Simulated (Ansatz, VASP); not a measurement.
**TiSi2 in VASP and in Ansatz**

```
Ti Si
1.0
     0.00000    4.13609    4.27799
     2.40406    0.00000    4.27799
     2.40406    4.13609    0.00000
Ti Si
2 4
Cartesian
  2.4041 4.1361 4.2780
  3.6061 6.2041 6.4170
  2.4041 6.9217 4.2780
  2.4041 1.3504 4.2780
  1.2020 0.7176 2.1390
  1.2020 3.4185 2.1390
```

Alike in both runs: functional PBE; k mesh 10 × 10 × 10; occupations methfessel-paxton of order 1, width 0.1 eV; no spin polarisation.

Ansatz relaxed the structure, and its values are those at the end. VASP's run is a single point on that final structure, the one shown.

|  | VASP | Ansatz |
| --- | --- | --- |
| version | VASP 6.6.1 | Ansatz 0.2.0 |
| potentials or method | VASP PAW PBE potentials, release 64 (Ti_sv, Si), cutoff 520 eV | plane-wave PAW DFT |
| valence electrons in the cell | 40 | 40 |

```tsv
	VASP	Ansatz	Ansatz less VASP
pressure (GPa)	0.0	0.0	+0.03
```

The functional is the same, so the differences come from potentials, cutoffs and numerics.
